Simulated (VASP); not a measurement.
Crystal: PbS (Galena).

```
Pb S
1.0
     0.00000    3.02392    3.02392
     3.02392    0.00000    3.02392
     3.02392    3.02392    0.00000
Pb S
1 1
Direct
  0.00000 0.00000 0.00000
  0.50000 0.50000 0.50000
```

Base run:

- Program: VASP 6.6.1
- Functional: revPBE
- Dispersion: D3(BJ)
- Potentials or basis: VASP PAW PBE potentials, release 64 (Pb_d, S)
- Cutoff: 520 eV
- k mesh: 8 × 8 × 8
- Occupations: fermi-dirac, width 0.05 eV
- Spin: no spin polarisation

Its results: band gap on the k mesh 0.63 eV, direct; pressure -3.2 GPa.

**Question.** The run is repeated on the same cell with these changes: functional from revPBE to r2SCAN; dispersion from D3(BJ) to rVV10. What comes out?

**Answer.** Band gap on the k mesh 0.78 eV, direct; pressure -2.8 GPa.

Several settings changed at once, so the effect can't be laid on one alone.

Caveats: the PAW data sets were made with another functional, which shifts forces and pressure a little; spin-orbit coupling is left out, which moves the levels of the heavy elements.

A k mesh can miss the band edges.
